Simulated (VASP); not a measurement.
# Cu (Fm-3m) in VASP: further runs

The runs below take Cu through single point, relaxation of cell and atoms, with PBEsol.

Program: VASP 6.6.1. These are calculated values, not measurements. Logs are shortened: lines on timing, memory, paths and dates and some standing lists are left out, and cuts for length are marked.

### 1 The cell of the first run

It takes space group Fm-3m (No. 225, cubic). Conventional cell: a = 3.517 Å, b = 3.517 Å, c = 3.517 Å, α = 90.00°, β = 90.00°, γ = 90.00°. Within 3.3 Å of Cu (site symmetry m-3m) lie 12 Cu at 2.49 Å.

### 2 Single point, PBEsol

INCAR

```
ALGO = Normal
EDIFF = 1E-6
ENCUT = 520
GGA = PS
ISIF = 2
ISMEAR = 0
LASPH = T
LCHARG = F
LREAL = F
LWAVE = F
NBANDS = 12
NELM = 80
PREC = Accurate
SIGMA = 0.1
```

KPOINTS

```
k-points
0
Gamma
  10 10 10
```

POSCAR

```
Cu
1.0
    0.0000000000      1.7585760396      1.7585760396
    1.7585760396      0.0000000000      1.7585760396
    1.7585760396      1.7585760396      0.0000000000
Cu
1
Direct
    0.0000000000      0.0000000000      0.0000000000
```

Potentials or basis: VASP PAW PBE potentials, release 64 (Cu).

Run with:

```
> cat potpaw_PBE.64/Cu/POTCAR > POTCAR
> mpirun -np 1 vasp_std > vasp.out
```

OUTCAR:

```text
EDIFF = 1E-6
   ENCUT = 520
   GGA = PS
   ISIF = 2
   ISMEAR = 0
   LASPH = T
   LREAL = F
   NELM = 80
   PREC = Accurate

 ion  position               nearest neighbor table
   1  0.000  0.000  0.000-

  LATTYP: Found a face centered cubic cell.
 ALAT       =     3.5171520792

  Lattice vectors:

 A1 = (   0.0000000000,   1.7585760396,   1.7585760396)
 A2 = (   1.7585760396,   0.0000000000,   1.7585760396)
 A3 = (   1.7585760396,   1.7585760396,   0.0000000000)

Analysis of symmetry for initial positions (statically):
=====================================================================
 Subroutine PRICEL returns:
 Original cell was already a primitive cell.

 Routine SETGRP: Setting up the symmetry group for a
 face centered cubic supercell.

 Subroutine GETGRP returns: Found 48 space group operations
 (whereof 48 operations were pure point group operations)
 out of a pool of 48 trial point group operations.

The static configuration has the point symmetry O_h .

Analysis of symmetry for dynamics (positions and initial velocities):
=====================================================================
 Subroutine PRICEL returns:
 Original cell was already a primitive cell.

 Routine SETGRP: Setting up the symmetry group for a
 face centered cubic supercell.

 Subroutine GETGRP returns: Found 48 space group operations
 (whereof 48 operations were pure point group operations)
 out of a pool of 48 trial point group operations.

The dynamic configuration has the point symmetry O_h .

 Subroutine INISYM returns: Found 48 space group operations
 (whereof 48 operations are pure point group operations),
 and found     1 'primitive' translations

----------------------------------------------------------------------------------------

                                     Primitive cell

  volume of cell :      10.8771

  direct lattice vectors                    reciprocal lattice vectors
     0.000000000  1.758576040  1.758576040    -0.284320944  0.284320944  0.284320944
     1.758576040  0.000000000  1.758576040     0.284320944 -0.284320944  0.284320944
     1.758576040  1.758576040  0.000000000     0.284320944  0.284320944 -0.284320944

  length of vectors
     2.487002086  2.487002086  2.487002086     0.492458321  0.492458321  0.492458321

  position of ions in fractional coordinates (direct lattice)
     0.000000000  0.000000000  0.000000000

  ion indices of the primitive-cell ions
   primitive index   ion index
                 1           1

----------------------------------------------------------------------------------------

 KPOINTS: k-points

Automatic generation of k-mesh.
 Grid dimensions read from file:
 generate k-points for:   10   10   10

 Generating k-lattice:

  Cartesian coordinates                     Fractional coordinates (reciprocal lattice)
    -0.028432094  0.028432094  0.028432094     0.100000000  0.000000000  0.000000000
     0.028432094 -0.028432094  0.028432094     0.000000000  0.100000000  0.000000000
     0.028432094  0.028432094 -0.028432094     0.000000000  0.000000000  0.100000000

  Length of vectors
     0.049245832  0.049245832  0.049245832

  Shift w.r.t. Gamma in fractional coordinates (k-lattice)
     0.000000000  0.000000000  0.000000000

 Subroutine IBZKPT returns following result:
 ===========================================

 Found     47 irreducible k-points:

 Following reciprocal coordinates:
            Coordinates               Weight
  0.000000  0.000000  0.000000      1.000000
  0.100000  0.000000  0.000000      8.000000
  0.200000  0.000000  0.000000      8.000000
  0.300000  0.000000  0.000000      8.000000
  0.400000  0.000000  0.000000      8.000000
  0.500000  0.000000  0.000000      4.000000
[... 16 lines left out ...]
  0.300000  0.300000  0.000000      6.000000
  0.400000  0.300000  0.000000     24.000000
 [... further k-points ...]
   k-points           NKPTS =     47   k-points in BZ     NKDIM =     47   number of bands    NBANDS=     12
   number of dos      NEDOS =    301   number of ions     NIONS =      1
   total plane-waves  NPLWV =   5832
   dimension x,y,z NGX =    18 NGY =   18 NGZ =   18
   dimension x,y,z NGXF=    36 NGYF=   36 NGZF=   36
   ions per type =               1
   NGX,Y,Z   is equivalent  to a cutoff of  12.03, 12.03, 12.03 a.u.
   NGXF,Y,Z  is equivalent  to a cutoff of  24.06, 24.06, 24.06 a.u.
 SYSTEM =  unknown system
   PREC   = accura    normal or accurate (medium, high low for compatibility)
   ISTART =      0    job   : 0-new  1-cont  2-samecut
   ICHARG =      2    charge: 1-file 2-atom 10-const
   ISPIN  =      1    spin polarized calculation?
   LNONCOLLINEAR =      F non collinear calculations
   LSORBIT =      F    spin-orbit coupling
   LASPH  =      T    aspherical Exc in radial PAW
   ENCUT  =  520.0 eV  38.22 Ry    6.18 a.u.   4.62  4.62  4.62*2*pi/ulx,y,z
   NELM   =     80;   NELMIN=  2; NELMDL= -5     # of ELM steps
   EDIFF  = 0.1E-05   stopping-criterion for ELM
   LREAL  =      F    real-space projection
   EDIFFG = 0.1E-04   stopping-criterion for IOM
   NSW    =      0    number of steps for IOM
   IBRION =     -1    ionic relax: 0-MD 1-quasi-New 2-CG
   NFREE  =      0    steps in history (QN), initial steepest desc. (CG)
   ISIF   =      2    stress and relaxation
   ISYM   =      2    0-nonsym 1-usesym 2-fastsym
   POTIM  = 0.5000    time-step for ionic-motion
   TEBEG  =    0.0;   TEEND  =   0.0 temperature during run
   PSTRESS=    0.0 pullay stress
   NELECT =      11.0000    total number of electrons
   NUPDOWN=      -1.0000    fix difference up-down
   EMIN   =  10.00;   EMAX   =-10.00  energy-range for DOS
   EFERMI =   0.00;   METHOD = LEGACY
   ISMEAR =     0;   SIGMA  =   0.10  broadening in eV -4-tet -1-fermi 0-gaus
   EFERMI_NEDOS =   21; number of points for ismear=-14 and -15
   IALGO  =     38    algorithm
   IMIX   =      4    mixing-type and parameters
     AMIX     =   0.40;   BMIX     =  1.00
     AMIX_MAG =   1.60;   BMIX_MAG =  1.00
  volume/ion in A,a.u.               =      10.88        73.40
  Fermi-wavevector in a.u.,A,eV,Ry     =   1.643241  3.105275 36.739006  2.700241
  Thomas-Fermi vector in A             =   2.733408
   LORBIT       =      0    0 simple, 1 ext, 2 COOP (PROOUT), +10 PAW based schemes
   GGA     = PS    functional components
   LHFCALC =     F    Hartree Fock is set to
   AEXX    =    0.0000 exact exchange contribution
   IVDW    =     0    specifies the selected vdW correction
   LEPSILON=     F    determine dielectric tensor
   LRPA    =     F    only Hartree local field effects (RPA)
 non-spin polarized calculation
 Gauss-broadening in eV      SIGMA  =   0.10
  energy-cutoff  :      520.00
  volume of cell :       10.88
 maximum number of plane-waves:       303
   NGX =  9   NGY =  9   NGZ =  9

 number of electron      10.9999994 magnetization

 Free energy of the ion-electron system (eV)
  ---------------------------------------------------
  ext. energy  EPLUGINS =         0.00000000
  ---------------------------------------------------
  free energy    TOTEN  =        -4.28311220 eV

  energy without entropy =       -4.27953935  energy(sigma->0) =       -4.28132577

 E-fermi :   8.3290     XC(G=0): -13.3972

 val. band max:        8.2652822620   @ k =  -0.2000   0.3000   0.1000
 cond. band min:       8.5950775467   @ k =   0.5000   0.3000   0.1000
 fundamental gap:      0.3297952847
 Fermi energy:         8.3289814144

 k-point     1 :       0.0000    0.0000    0.0000
  band No.  band energies     occupation
      1      -1.5746      2.00000
      2       5.1595      2.00000
      3       5.1595      2.00000
      4       5.1595      2.00000
      5       6.1046      2.00000
      6       6.1046      2.00000
      7      31.6996      0.00000
      8      34.9645      0.00000
      9      34.9645      0.00000
     10      34.9645      0.00000
     11      37.5339      0.00000
     12      37.5339      0.00000

 k-point     2 :       0.1000    0.0000    0.0000
  band No.  band energies     occupation
      1      -1.1902      2.00000
      2       5.0740      2.00000
      3       5.2323      2.00000
      4       5.2323      2.00000
      5       6.0779      2.00000
      6       6.0779      2.00000
      7      29.4202      0.00000
      8      32.6954      0.00000
      9      34.0537      0.00000
     10      34.0537      0.00000
     11      38.9129      0.00000
     12      38.9129      0.00000

 k-point     3 :       0.2000    0.0000    0.0000
  band No.  band energies     occupation
      1      -0.0901      2.00000
      2       4.9011      2.00000
      3       5.3416      2.00000
      4       5.3416      2.00000
      5       6.1002      2.00000
      6       6.1002      2.00000
      7      24.1630      0.00000
      8      32.0742      0.00000
      9      32.9350      0.00000
     10      32.9350      0.00000
     11      39.3607      0.00000
     12      39.4454      0.00000
[... 286 lines left out ...]
 k-point    23 :       0.3000    0.3000    0.0000
  band No.  band energies     occupation
      1       2.2331      2.00000
      2       4.0959      2.00000
      3       5.7716      2.00000
      4       6.1839      2.00000
      5       6.1839      2.00000
      6       6.5107      2.00000
      7      24.7308      0.00000
      8      25.0074      0.00000
      9      25.0074      0.00000
     10      27.7126      0.00000
     11      31.1981      0.00000
     12      49.0880      0.00000

 k-point    24 :       0.4000    0.3000    0.0000
  band No.  band energies     occupation
      1       2.9673      2.00000
      2       3.9409      2.00000
      3       5.7431      2.00000
      4       6.2538      2.00000
      5       6.7120      2.00000
      6       7.3397      2.00000
      7      21.1924      0.00000
      8      22.1455      0.00000
      9      24.1450      0.00000
     10      28.4256      0.00000
     11      32.5687      0.00000
     12      47.7458      0.00000

 [... further k-points ...]
[... 5 lines left out ...]
  --------------------------------------------------------------------------------------
  -------------------------------------------------------------------------------------
  Total        0.5458613      0.5458613      0.5458613     -0.0000000     -0.0000000      0.0000000
  in kB       80.4043237     80.4043237     80.4043237     -0.0000000     -0.0000000      0.0000000
  external PRESSURE =      80.4043237 kB  Pullay stress =       0.0000000 kB

 VOLUME and BASIS-vectors are now :
 -----------------------------------------------------------------------------
  energy-cutoff  :      520.00
  volume of cell :       10.88
      direct lattice vectors                 reciprocal lattice vectors
     0.000000000  1.758576040  1.758576040    -0.284320944  0.284320944  0.284320944
     1.758576040  0.000000000  1.758576040     0.284320944 -0.284320944  0.284320944
     1.758576040  1.758576040  0.000000000     0.284320944  0.284320944 -0.284320944

 POSITION                                       TOTAL-FORCE (eV/Angst)
 -----------------------------------------------------------------------------------
      0.00000      0.00000      0.00000         0.000000      0.000000     -0.000000
 -----------------------------------------------------------------------------------
    total drift:                                0.000000     -0.000000     -0.000000

  FREE ENERGIE OF THE ION-ELECTRON SYSTEM (eV)
  ---------------------------------------------------
  free  energy   TOTEN  =        -4.2831121999 eV

  energy  without entropy=       -4.2795393480  energy(sigma->0) =       -4.28132577
```

Run time: 4.2 s. Hardware: 1 thread of Intel Xeon Platinum 8488C (Sapphire Rapids), shared host; peak memory 0.12 GiB.

What came out:

```
Free energy            : -4.2831 eV
Pressure               : 8.0 GPa
Band gap on the k mesh : zero (an odd number of electrons rules out a gap without spin polarisation)
```

Levels at points of the mesh, in eV from the Fermi level:
```csv
k point,band 3,band 4,band 5,band 6,band 7,band 8,band 9,band 10
"(0.00, 0.00, 0.00)",-3.17,-3.17,-2.22,-2.22,23.37,26.64,26.64,26.64
"(0.50, 0.00, 0.00)",-3.21,-1.58,-1.58,-1.15,4.30,21.83,23.45,23.45
"(0.50, 0.50, 0.00)",-1.60,-1.42,-1.42,1.53,7.82,13.82,13.82,18.55
```

Caveat: the cell stands under pressure; the PAW data sets were made with another functional, which shifts forces and pressure a little.

### 3 Single point, PBEsol

INCAR

```
SYSTEM = Cu
PREC     = Accurate       ! precision mode
ENCUT    = 520            ! plane-wave cutoff, eV
EDIFF    = 1E-7           ! SCF threshold, eV
ISMEAR   = 0              ! smearing method
SIGMA    = 0.1            ! smearing width, eV
LREAL    = .False.        ! projectors in reciprocal space
LASPH    = .True.         ! aspherical terms in the spheres
NELM     = 60             ! most SCF steps
ALGO     = Normal         ! electronic algorithm
ISIF     = 2              ! what is computed and relaxed
LWAVE    = .False.        ! write WAVECAR
LCHARG   = .False.        ! write CHGCAR
GGA      = PS             ! functional
NBANDS   = 12             ! bands
```

KPOINTS

```
Automatic mesh
0
Gamma
  10 10 10
  0 0 0
```

POSCAR is that of step 2.

Potentials or basis: VASP PAW PBE potentials, release 64 (Cu).

Run with:

```
> cat potpaw_PBE.64/Cu/POTCAR > POTCAR
> mpirun -np 1 vasp_std > vasp.out
```

Wall time 4.2 s (1 thread of Intel Xeon Platinum 8488C (Sapphire Rapids), shared host); peak memory 0.12 GiB.

Results (log left out):

```
Free energy            : -4.2831 eV
Pressure               : 8.0 GPa
Band gap on the k mesh : zero (an odd number of electrons rules out a gap without spin polarisation)
```

Levels at points of the mesh, in eV from the Fermi level:
```csv
k point,band 3,band 4,band 5,band 6,band 7,band 8,band 9,band 10
"(0.00, 0.00, 0.00)",-3.17,-3.17,-2.22,-2.22,23.37,26.64,26.64,26.64
"(0.50, 0.00, 0.00)",-3.21,-1.58,-1.58,-1.15,4.30,21.83,23.45,23.45
"(0.50, 0.50, 0.00)",-1.60,-1.42,-1.42,1.53,7.82,13.82,13.82,18.55
```

Caveat: the cell stands under pressure; the PAW data sets were made with another functional, which shifts forces and pressure a little.

### 4 Relaxation of cell and atoms, PBEsol, target pressure 7.3 GPa, at which the enthalpy is minimised

INCAR

```
SYSTEM = Cu
ALGO = Fast ; EDIFF = 1E-6
EDIFFG = -0.05 ; ENCUT = 600
GGA = PS ; IBRION = 2
ISIF = 3 ; ISMEAR = 0
LASPH = .TRUE. ; LCHARG = .FALSE.
LREAL = .FALSE. ; LWAVE = .FALSE.
NELM = 80 ; NSW = 80
PREC = Accurate ; PSTRESS = 73.0
SIGMA = 0.1
```

KPOINTS

```
k-points
0
G
  10 10 10
  0 0 0
```

POSCAR is that of step 3.

Run with:

```
> cat potpaw_PBE.64/Cu/POTCAR > POTCAR
> mpirun -np 1 vasp_std > vasp.out
```

Wall time 9.8 s (1 thread of Intel Xeon Platinum 8488C (Sapphire Rapids), shared host); peak memory 0.13 GiB.

It converged, with:

```yaml
Free_energy: -4.2855 eV
Relaxed_volume: 10.92 Å³/atom
Relaxed_cell: a = 2.491 Å, b = 2.491 Å, c = 2.491 Å, α = 60.00°, β = 60.00°, γ = 60.00°
Space_group_after_relaxing_to_0.1_Å: Fm-3m (No. 225)
Energy_change_on_relaxing_the_run_minimises_the_enthalpy: -2.3 meV/atom
Ionic_steps: 3
Pressure_after_relaxing: 7.3 GPa
Band_gap_on_the_k_mesh: zero (an odd number of electrons rules out a gap without spin polarisation)
```

The path:
```
step  energy change (eV)  largest force (eV/Å)  pressure (GPa)  volume (Å³)
   1              0.0000                0.0000            8.60        10.88
   2             -0.0059                0.0000            5.25        11.02
   3             -0.0023                0.0000            7.34        10.92
```

Final structure:
```
Cu
1.0
     0.00000    1.76115    1.76115
     1.76115    0.00000    1.76115
     1.76115    1.76115    0.00000
Cu
1
Direct
  0.00000 0.00000 0.00000
```

Levels at points of the mesh, in eV from the Fermi level:
| k point | band 4 | band 5 | band 6 | band 7 | band 8 | band 9 |
| --- | --- | --- | --- | --- | --- | --- |
| (0.00, 0.00, 0.00) | -3.15 | -2.22 | -2.22 | 23.34 | 26.57 | 26.57 |
| (0.50, 0.00, 0.00) | -1.58 | -1.58 | -1.14 | 4.27 | 21.79 | 23.38 |
| (0.50, 0.50, 0.00) | -1.42 | -1.42 | 1.53 | 7.79 | 13.78 | 13.78 |

Caveat: the cell is relaxed towards a set pressure, so the run minimises the enthalpy, not the energy; the PAW data sets were made with another functional, which shifts forces and pressure a little. Zero-point motion and thermal expansion aren't in these numbers.

### 5 Relaxation of cell and atoms, PBEsol, target pressure 7.3 GPa, at which the enthalpy is minimised

This run uses another cell than the first one, of 11.81 Å³/atom.

INCAR

```
PREC = Accurate ; ENCUT = 600
EDIFF = 1E-7 ; ISMEAR = 0
SIGMA = 0.1 ; LREAL = F
LASPH = T ; NELM = 60
ALGO = Normal ; ISIF = 3
LWAVE = F ; LCHARG = F
GGA = PS ; IBRION = 2
NSW = 80 ; EDIFFG = -0.05
PSTRESS = 73.0
```

KPOINTS

```
Automatic mesh
0
Gamma
  10 10 10
```

POSCAR

```
Cu
1.0
    0.0000000000      1.8075000000      1.8075000000
    1.8075000000      0.0000000000      1.8075000000
    1.8075000000      1.8075000000      0.0000000000
Cu
1
Direct
    0.0000000000      0.0000000000      0.0000000000
```

Run with:

```
> cat potpaw_PBE.64/Cu/POTCAR > POTCAR
> mpirun -np 1 vasp_std > vasp.out
```

Run time: 10 s. Hardware: 1 thread of Intel Xeon Platinum 8488C (Sapphire Rapids), shared host; peak memory 0.13 GiB.

Results (log left out):

- Free energy: -4.2858 eV
- Relaxed volume: 10.92 Å³/atom
- Relaxed cell: a = 2.490 Å, b = 2.490 Å, c = 2.490 Å, α = 60.00°, β = 60.00°, γ = 60.00°
- Space group after relaxing (to 0.1 Å): Fm-3m (No. 225)
- Energy change on relaxing (the run minimises the enthalpy): +1.5 meV/atom
- Ionic steps: 3
- Pressure after relaxing: 7.2 GPa
- Band gap on the k mesh: zero (an odd number of electrons rules out a gap without spin polarisation)

Step by step:
```csv
step,energy change (eV),largest force (eV/Å),pressure (GPa),volume (Å³)
1,0.0000,0.0000,-5.60,11.81
2,0.0594,0.0000,21.63,10.26
3,0.0015,0.0000,7.19,10.92
```

Final structure:
```xyz
1
Lattice="0.0000 1.7610 1.7610 1.7610 0.0000 1.7610 1.7610 1.7610 0.0000" Properties=species:S:1:pos:R:3 pbc="T T T"
Cu    0.0000    0.0000    0.0000
```

Levels at points of the mesh, in eV from the Fermi level:
| k point | band 4 | band 5 | band 6 | band 7 | band 8 | band 9 |
| --- | --- | --- | --- | --- | --- | --- |
| (0.00, 0.00, 0.00) | -3.15 | -2.22 | -2.22 | 23.34 | 26.57 | 26.57 |
| (0.50, 0.00, 0.00) | -1.58 | -1.58 | -1.14 | 4.28 | 21.80 | 23.39 |
| (0.50, 0.50, 0.00) | -1.42 | -1.42 | 1.53 | 7.79 | 13.78 | 13.78 |

Caveat: the cell is relaxed towards a set pressure, so the run minimises the enthalpy, not the energy; the PAW data sets were made with another functional, which shifts forces and pressure a little.

### 6 Overview

| task | cell | cutoff (eV) | gap on the mesh (eV) | pressure (GPa) |
| --- | --- | --- | --- | --- |
| single point | a = 2.487 Å, angles 60.0°, 1 atom | 520 | none | 8.0 |
| relaxation of cell and atoms | relaxed to 7.3 GPa from a = 2.487 Å, angles 60.0°, 1 atom | 600 | none | 7.3 |
| relaxation of cell and atoms | relaxed to 7.3 GPa from a = 2.556 Å, angles 60.0°, 1 atom | 600 | none | 7.2 |

Alike in all rows: level PBEsol; potentials or basis VASP PAW PBE potentials, release 64 (Cu); no spin polarisation; k mesh 10 × 10 × 10; smearing gaussian 0.1 eV.

Caveats: the PAW data sets were made with another functional, which shifts forces and pressure a little; the cell is relaxed towards a set pressure, so the run minimises the enthalpy, not the energy (at least some runs); the cell stands under pressure (at least some runs).

Total energies depend on the potentials used, so only differences within one code and one set of settings carry meaning.

The gap in the log of VASP goes by the Fermi energy; the results here count the filled bands.